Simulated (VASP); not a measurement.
# LaZn in VASP: a series of runs

The runs below take LaZn through electric field gradients, with LDA.

Program: VASP 6.6.1. These are calculated values, not measurements. Logs are shortened: lines on timing, memory, paths and dates and some standing lists are left out, and cuts for length are marked.

### Step 1. The cell of the first run

The structure is cubic, space group Pm-3m (No. 221). Conventional cell: a = 3.673 Å, b = 3.673 Å, c = 3.673 Å, α = 90.00°, β = 90.00°, γ = 90.00°. Within 4.2 Å of La (site symmetry m-3m) lie 8 Zn at 3.18 Å and 6 La at 3.67 Å. Zn (site symmetry m-3m) has 8 La at 3.18 Å and 6 Zn at 3.67 Å within 4.2 Å.

### Step 2. Electric field gradients, LDA (volume scaled by 0.94)

File INCAR:

```
  ALGO = Normal
  EDIFF = 1E-8
  ENCUT = 520
  GGA = CA
  ISIF = 2
  ISMEAR = -1
  LASPH = T
  LCHARG = F
  LEFG = T
  LREAL = F
  LWAVE = F
  NBANDS = 18
  NELM = 100
  PREC = Accurate
  SIGMA = 0.05
```

File KPOINTS:

```
k-points
0
Gamma
  9 9 9
```

File POSCAR:

```
LaZn
1.0
    3.6734479077      0.0000000000      0.0000000000
    0.0000000000      3.6734479077      0.0000000000
    0.0000000000      0.0000000000      3.6734479077
La Zn
1 1
Direct
    0.5000000000      0.5000000000      0.5000000000
    0.0000000000      0.0000000000      0.0000000000
```

Potentials or basis: VASP PAW LDA potentials, release 64 (La, Zn).

On the command line:

```console
$ cat potpaw_LDA.64/La/POTCAR potpaw_LDA.64/Zn/POTCAR > POTCAR
$ mpirun -np 1 vasp_std > vasp.out
```

OUTCAR:

```text
EDIFF = 1E-8
   ENCUT = 520
   GGA = CA
   ISIF = 2
   ISMEAR = -1
   LASPH = T
   LREAL = F
   NELM = 100
   PREC = Accurate

 ion  position               nearest neighbor table
   1  0.500  0.500  0.500-   2 3.18   2 3.18   2 3.18   2 3.18   2 3.18   2 3.18   2 3.18   2 3.18

   2  0.000  0.000  0.000-   1 3.18   1 3.18   1 3.18   1 3.18   1 3.18   1 3.18   1 3.18   1 3.18

  LATTYP: Found a simple cubic cell.
 ALAT       =     3.6734479077

  Lattice vectors:

 A1 = (   3.6734479077,   0.0000000000,   0.0000000000)
 A2 = (   0.0000000000,   3.6734479077,   0.0000000000)
 A3 = (   0.0000000000,   0.0000000000,   3.6734479077)

Analysis of symmetry for initial positions (statically):
=====================================================================
 Subroutine PRICEL returns:
 Original cell was already a primitive cell.

 Routine SETGRP: Setting up the symmetry group for a
 simple cubic supercell.

 Subroutine GETGRP returns: Found 48 space group operations
 (whereof 48 operations were pure point group operations)
 out of a pool of 48 trial point group operations.

The static configuration has the point symmetry O_h .

Analysis of symmetry for dynamics (positions and initial velocities):
=====================================================================
 Subroutine PRICEL returns:
 Original cell was already a primitive cell.

 Routine SETGRP: Setting up the symmetry group for a
 simple cubic supercell.

 Subroutine GETGRP returns: Found 48 space group operations
 (whereof 48 operations were pure point group operations)
 out of a pool of 48 trial point group operations.

The dynamic configuration has the point symmetry O_h .

 Subroutine INISYM returns: Found 48 space group operations
 (whereof 48 operations are pure point group operations),
 and found     1 'primitive' translations

----------------------------------------------------------------------------------------

                                     Primitive cell

  volume of cell :      49.5703

  direct lattice vectors                    reciprocal lattice vectors
     3.673447908  0.000000000  0.000000000     0.272223814  0.000000000  0.000000000
     0.000000000  3.673447908  0.000000000     0.000000000  0.272223814  0.000000000
     0.000000000  0.000000000  3.673447908     0.000000000  0.000000000  0.272223814

  length of vectors
     3.673447908  3.673447908  3.673447908     0.272223814  0.272223814  0.272223814

  position of ions in fractional coordinates (direct lattice)
     0.500000000  0.500000000  0.500000000
     0.000000000  0.000000000  0.000000000

  ion indices of the primitive-cell ions
   primitive index   ion index
                 1           1
                 2           2

----------------------------------------------------------------------------------------

 KPOINTS: k-points

Automatic generation of k-mesh.
 Grid dimensions read from file:
 generate k-points for:    9    9    9

 Generating k-lattice:

  Cartesian coordinates                     Fractional coordinates (reciprocal lattice)
     0.030247090  0.000000000  0.000000000     0.111111111  0.000000000  0.000000000
     0.000000000  0.030247090  0.000000000     0.000000000  0.111111111  0.000000000
     0.000000000  0.000000000  0.030247090     0.000000000  0.000000000  0.111111111

  Length of vectors
     0.030247090  0.030247090  0.030247090

  Shift w.r.t. Gamma in fractional coordinates (k-lattice)
     0.000000000  0.000000000  0.000000000

 Subroutine IBZKPT returns following result:
 ===========================================

 Found     35 irreducible k-points:

 Following reciprocal coordinates:
            Coordinates               Weight
  0.000000  0.000000  0.000000      1.000000
  0.111111  0.000000  0.000000      6.000000
  0.222222  0.000000  0.000000      6.000000
  0.333333  0.000000  0.000000      6.000000
  0.444444  0.000000  0.000000      6.000000
  0.111111  0.111111  0.000000     12.000000
[... 16 lines left out ...]
  0.333333  0.333333  0.111111     24.000000
  0.444444  0.333333  0.111111     48.000000
 [... further k-points ...]
   k-points           NKPTS =     35   k-points in BZ     NKDIM =     35   number of bands    NBANDS=     18
   number of dos      NEDOS =    301   number of ions     NIONS =      2
   total plane-waves  NPLWV =  21952
   dimension x,y,z NGX =    28 NGY =   28 NGZ =   28
   dimension x,y,z NGXF=    56 NGYF=   56 NGZF=   56
   ions per type =               1   1
   NGX,Y,Z   is equivalent  to a cutoff of  12.67, 12.67, 12.67 a.u.
   NGXF,Y,Z  is equivalent  to a cutoff of  25.34, 25.34, 25.34 a.u.
 SYSTEM =  unknown system
   PREC   = accura    normal or accurate (medium, high low for compatibility)
   ISTART =      0    job   : 0-new  1-cont  2-samecut
   ICHARG =      2    charge: 1-file 2-atom 10-const
   ISPIN  =      1    spin polarized calculation?
   LNONCOLLINEAR =      F non collinear calculations
   LSORBIT =      F    spin-orbit coupling
   LASPH  =      T    aspherical Exc in radial PAW
   ENCUT  =  520.0 eV  38.22 Ry    6.18 a.u.   6.83  6.83  6.83*2*pi/ulx,y,z
   NELM   =    100;   NELMIN=  2; NELMDL= -5     # of ELM steps
   EDIFF  = 0.1E-07   stopping-criterion for ELM
   LREAL  =      F    real-space projection
   EDIFFG = 0.1E-06   stopping-criterion for IOM
   NSW    =      0    number of steps for IOM
   IBRION =     -1    ionic relax: 0-MD 1-quasi-New 2-CG
   NFREE  =      0    steps in history (QN), initial steepest desc. (CG)
   ISIF   =      2    stress and relaxation
   ISYM   =      2    0-nonsym 1-usesym 2-fastsym
   POTIM  = 0.5000    time-step for ionic-motion
   TEBEG  =    0.0;   TEEND  =   0.0 temperature during run
   PSTRESS=    0.0 pullay stress
   NELECT =      23.0000    total number of electrons
   NUPDOWN=      -1.0000    fix difference up-down
   EMIN   =  10.00;   EMAX   =-10.00  energy-range for DOS
   EFERMI =   0.00;   METHOD = LEGACY
   ISMEAR =    -1;   SIGMA  =   0.05  broadening in eV -4-tet -1-fermi 0-gaus
   EFERMI_NEDOS =   21; number of points for ismear=-14 and -15
   IALGO  =     38    algorithm
   IMIX   =      4    mixing-type and parameters
     AMIX     =   0.40;   BMIX     =  1.00
     AMIX_MAG =   1.60;   BMIX_MAG =  1.00
  volume/ion in A,a.u.               =      24.79       167.26
  Fermi-wavevector in a.u.,A,eV,Ry     =   1.267390  2.395020 21.854726  1.606277
  Thomas-Fermi vector in A             =   2.400540
   LORBIT       =      0    0 simple, 1 ext, 2 COOP (PROOUT), +10 PAW based schemes
   GGA     = CA    functional components
   LHFCALC =     F    Hartree Fock is set to
   AEXX    =    0.0000 exact exchange contribution
   IVDW    =     0    specifies the selected vdW correction
   LEPSILON=     F    determine dielectric tensor
   LRPA    =     F    only Hartree local field effects (RPA)
 non-spin polarized calculation
  energy-cutoff  :      520.00
  volume of cell :       49.57
 maximum number of plane-waves:      1357
 NGX is ok and might be reduce to    28
   NGX = 13   NGY = 13   NGZ = 13

 number of electron      22.9999999 magnetization

 Free energy of the ion-electron system (eV)
  ---------------------------------------------------
  ext. energy  EPLUGINS =         0.00000000
  ---------------------------------------------------
  free energy    TOTEN  =        -7.98563561 eV

  energy without entropy =       -7.96224826  energy(sigma->0) =       -7.97394193

 E-fermi :   6.5666     XC(G=0): -10.6522

 val. band max:        6.5470118244   @ k =   0.2222   0.2222   0.2222
 cond. band min:       6.5741969415   @ k =   0.4444   0.2222   0.1111
 fundamental gap:      0.0271851171
 Fermi energy:         6.5666351602

 k-point     1 :       0.0000    0.0000    0.0000
  band No.  band energies     occupation
      1     -25.9988      2.00000
      2      -9.3418      2.00000
      3      -9.3418      2.00000
      4      -9.3418      2.00000
      5      -0.6738      2.00000
      6      -0.6738      2.00000
[... 10 lines left out ...]
     17       8.4526      0.00000
     18       8.4526      0.00000

 k-point     2 :       0.1111    0.0000    0.0000
  band No.  band energies     occupation
      1     -25.9885      2.00000
      2      -9.4757      2.00000
      3      -9.3311      2.00000
      4      -9.3311      2.00000
      5      -0.6673      2.00000
      6      -0.6474      2.00000
[... 10 lines left out ...]
     17       8.4615      0.00000
     18       8.4615      0.00000

 k-point     3 :       0.2222    0.0000    0.0000
  band No.  band energies     occupation
      1     -25.9622      2.00000
      2      -9.7954      2.00000
      3      -9.3040      2.00000
      4      -9.3040      2.00000
      5      -0.6509      2.00000
      6      -0.5829      2.00000
[... 10 lines left out ...]
     17       8.4869      0.00000
     18       8.4871      0.00000

 k-point     4 :       0.3333    0.0000    0.0000
  band No.  band energies     occupation
      1     -25.9319      2.00000
      2     -10.1308      2.00000
      3      -9.2729      2.00000
      4      -9.2729      2.00000
      5      -0.6322      2.00000
      6      -0.5132      2.00000
[... 10 lines left out ...]
     17       8.5164      0.00000
     18       8.5170      0.00000

 k-point     5 :       0.4444    0.0000    0.0000
  band No.  band energies     occupation
      1     -25.9120      2.00000
      2     -10.3363      2.00000
      3      -9.2524      2.00000
      4      -9.2524      2.00000
      5      -0.6200      2.00000
      6      -0.5037      2.00000
[... 10 lines left out ...]
     17       8.5340      0.00000
     18       8.5536      0.00000

 k-point     6 :       0.1111    0.1111    0.0000
  band No.  band energies     occupation
      1     -25.9783      2.00000
      2      -9.4785      2.00000
      3      -9.4477      2.00000
      4      -9.3203      2.00000
      5      -0.6523      2.00000
      6      -0.6320      2.00000
[... 307 lines left out ...]
 k-point    21 :       0.3333    0.2222    0.1111
  band No.  band energies     occupation
      1     -25.8870      2.00000
      2     -10.0415      2.00000
      3      -9.6704      2.00000
      4      -9.3489      2.00000
      5      -0.5855      2.00000
      6      -0.5700      2.00000
[... 10 lines left out ...]
     17       8.5958      0.00000
     18       8.6714      0.00000

 k-point    22 :       0.4444    0.2222    0.1111
  band No.  band energies     occupation
      1     -25.8676      2.00000
      2     -10.2364      2.00000
      3      -9.6399      2.00000
      4      -9.3250      2.00000
      5      -0.5872      2.00000
      6      -0.5795      2.00000
[... 10 lines left out ...]
     17       8.6308      0.00000
     18       8.6692      0.00000

 k-point    23 :       0.3333    0.3333    0.1111
  band No.  band energies     occupation
      1     -25.8581      2.00000
      2     -10.0024      2.00000
      3      -9.9584      2.00000
      4      -9.3124      2.00000
      5      -0.5948      2.00000
      6      -0.5775      2.00000
[... 10 lines left out ...]
     17       8.6476      0.00000
     18       8.7251      0.00000

 k-point    24 :       0.4444    0.3333    0.1111
  band No.  band energies     occupation
      1     -25.8391      2.00000
      2     -10.1713      2.00000
      3      -9.9407      2.00000
      4      -9.2882      2.00000
      5      -0.6117      2.00000
      6      -0.5838      2.00000
[... 10 lines left out ...]
     17       8.6953      0.00000
     18       8.7611      0.00000

 [... further k-points ...]

------------------------ aborting loop because EDIFF is reached ----------------------------------------

  FORCE on cell =-STRESS in cart. coord.  units (eV):
  Direction    XX          YY          ZZ          XY          YZ          ZX
  --------------------------------------------------------------------------------------
  -------------------------------------------------------------------------------------
  Total       -0.3393701     -0.3393701     -0.3393701     -0.0000000      0.0000000     -0.0000000
  in kB      -10.9688847    -10.9688847    -10.9688847     -0.0000000      0.0000000     -0.0000000
  external PRESSURE =     -10.9688847 kB  Pullay stress =       0.0000000 kB

 VOLUME and BASIS-vectors are now :
 -----------------------------------------------------------------------------
  energy-cutoff  :      520.00
  volume of cell :       49.57
      direct lattice vectors                 reciprocal lattice vectors
     3.673447908  0.000000000  0.000000000     0.272223814  0.000000000  0.000000000
     0.000000000  3.673447908  0.000000000     0.000000000  0.272223814  0.000000000
     0.000000000  0.000000000  3.673447908     0.000000000  0.000000000  0.272223814

 POSITION                                       TOTAL-FORCE (eV/Angst)
 -----------------------------------------------------------------------------------
      1.83672      1.83672      1.83672         0.000000      0.000000      0.000000
      0.00000      0.00000      0.00000         0.000000      0.000000      0.000000
 -----------------------------------------------------------------------------------
    total drift:                               -0.000000      0.000000      0.000000

  FREE ENERGIE OF THE ION-ELECTRON SYSTEM (eV)
  ---------------------------------------------------
  free  energy   TOTEN  =        -7.9856356065 eV

  energy  without entropy=       -7.9622482564  energy(sigma->0) =       -7.97394193

 Electric field gradients (V/A^2)
---------------------------------------------------------------------
 ion       V_xx      V_yy      V_zz      V_xy      V_xz      V_yz
---------------------------------------------------------------------
   1      -0.000    -0.000     0.000    -0.000     0.000    -0.000
   2       0.000     0.000    -0.000    -0.000    -0.000     0.000
---------------------------------------------------------------------

 Electric field gradients after diagonalization (V/A^2)
 (convention: |V_zz| > |V_xx| > |V_yy|)
----------------------------------------------------------------------
 ion       V_xx      V_yy      V_zz     asymmetry (V_yy - V_xx)/ V_zz
----------------------------------------------------------------------
   1       0.000    -0.000    -0.000       1.416
   2       0.000    -0.000     0.000      -0.859
----------------------------------------------------------------------

           NMR quadrupolar parameters

 Cq : quadrupolar parameter    Cq=e*Q*V_zz/h
 eta: asymmetry parameters     (V_yy - V_xx)/ V_zz
 Q  : nuclear electric quadrupole moment in mb (millibarn)
----------------------------------------------------------------------
 ion       Cq(MHz)       eta       Q (mb)
----------------------------------------------------------------------
   1      -0.000       1.416       1.000
   2       0.000      -0.859       1.000
----------------------------------------------------------------------
```

Run time: 17 s. Hardware: 1 thread of Intel Xeon Platinum 8488C (Sapphire Rapids), shared host; peak memory 0.17 GiB.

What came out:

* Free energy: -7.9856 eV
* Pressure: -1.1 GPa

Caveat: without QUAD_EFG the Cq values of the log hold for a quadrupole moment of 1 mb, not for the nuclei; spin-orbit coupling is left out, which moves the levels of the heavy elements.

### Step 3. Electric field gradients, LDA (volume scaled by 0.94)

File INCAR:

```
PREC = Accurate
ENCUT = 520
EDIFF = 1E-8
ISMEAR = -1
SIGMA = 0.05
LREAL = F
LASPH = T
NELM = 80
ALGO = Normal
ISIF = 2
LWAVE = F
LCHARG = F
LEFG = T
NBANDS = 18
```

File KPOINTS:

```
Automatic mesh
0
Gamma
  9 9 9
```

POSCAR is that of step 2.

Potentials or basis: VASP PAW LDA potentials, release 64 (La, Zn).

On the command line:

```console
$ cat potpaw_LDA.64/La/POTCAR potpaw_LDA.64/Zn/POTCAR > POTCAR
$ mpirun -np 1 vasp_std > vasp.out
```

OUTCAR:

```text
PREC = Accurate
   ENCUT = 520
   EDIFF = 1E-8
   ISMEAR = -1
   LREAL = F
   LASPH = T
   NELM = 80
   ISIF = 2

 ion  position               nearest neighbor table
   1  0.500  0.500  0.500-   2 3.18   2 3.18   2 3.18   2 3.18   2 3.18   2 3.18   2 3.18   2 3.18

   2  0.000  0.000  0.000-   1 3.18   1 3.18   1 3.18   1 3.18   1 3.18   1 3.18   1 3.18   1 3.18

  LATTYP: Found a simple cubic cell.
 ALAT       =     3.6734479077

  Lattice vectors:

 A1 = (   3.6734479077,   0.0000000000,   0.0000000000)
[... 716 lines left out ...]
  FREE ENERGIE OF THE ION-ELECTRON SYSTEM (eV)
  ---------------------------------------------------
  free  energy   TOTEN  =        -7.9856356065 eV

  energy  without entropy=       -7.9622482564  energy(sigma->0) =       -7.97394193

 Electric field gradients (V/A^2)
---------------------------------------------------------------------
 ion       V_xx      V_yy      V_zz      V_xy      V_xz      V_yz
---------------------------------------------------------------------
   1      -0.000    -0.000     0.000    -0.000     0.000    -0.000
   2       0.000     0.000    -0.000    -0.000    -0.000     0.000
---------------------------------------------------------------------

 Electric field gradients after diagonalization (V/A^2)
 (convention: |V_zz| > |V_xx| > |V_yy|)
----------------------------------------------------------------------
 ion       V_xx      V_yy      V_zz     asymmetry (V_yy - V_xx)/ V_zz
----------------------------------------------------------------------
   1       0.000    -0.000    -0.000       1.416
   2       0.000    -0.000     0.000      -0.859
----------------------------------------------------------------------

           NMR quadrupolar parameters

 Cq : quadrupolar parameter    Cq=e*Q*V_zz/h
 eta: asymmetry parameters     (V_yy - V_xx)/ V_zz
 Q  : nuclear electric quadrupole moment in mb (millibarn)
----------------------------------------------------------------------
 ion       Cq(MHz)       eta       Q (mb)
----------------------------------------------------------------------
   1      -0.000       1.416       1.000
   2       0.000      -0.859       1.000
----------------------------------------------------------------------
```

stdout:

```text
POSCAR found type information on POSCAR LaZn
 POSCAR found :  2 types and       2 ions
 scaLAPACK will be used
 LDA part: xc-table for (Slater(with rela. corr.)+CA(PZ))
 , standard interpolation
 POSCAR, INCAR and KPOINTS ok, starting setup
 FFT: planning ... GRIDC
 FFT: planning ... GRID_SOFT
 FFT: planning ... GRID
 WAVECAR not read
 entering main loop
ion   1

ion   2
```

It took 18 s on 1 thread of Intel Xeon Platinum 8488C (Sapphire Rapids), shared host; peak memory 0.17 GiB.

Results:

```
Free energy : -7.9856 eV
Pressure    : -1.1 GPa
```

Caveat: without QUAD_EFG the Cq values of the log hold for a quadrupole moment of 1 mb, not for the nuclei; spin-orbit coupling is left out, which moves the levels of the heavy elements.

(Part 1 of 2 ends here.)
